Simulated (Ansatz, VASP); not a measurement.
## ZrTl2F in VASP and in Ansatz

```
CELL_PARAMETERS angstrom
-3.00143 3.00143 2.75475
3.00143 -3.00143 2.75475
3.00143 3.00143 -2.75475
ATOMIC_POSITIONS crystal
Zr 0.50000 0.50000 0.00000
Tl 0.50000 0.00000 0.50000
Tl 0.00000 0.50000 0.50000
F 0.00000 0.00000 0.00000
```

Alike in both runs: functional PBE; k mesh 6 × 6 × 6; occupations gaussian, width 0.1 eV; no spin polarisation.

Ansatz relaxed the structure, and its values are those at the end. VASP's run is a single point on that final structure, the one shown.

```csv
,VASP,Ansatz
version,VASP 6.6.1,Ansatz 0.2.0
potentials or method,"VASP PAW PBE potentials, release 64 (Zr_sv, Tl_d, F), cutoff 520 eV","scalar-relativistic, plane waves, PAW"
valence electrons in the cell,45,45
```

```csv
,VASP,Ansatz,Ansatz less VASP
gap on the k mesh at the Fermi level (eV),none,none,-
pressure (GPa),-0.1,0.0,+0.07
```

A gap of «none» marks a metal or a gap that the smearing closes.

Spin-orbit coupling is off throughout.
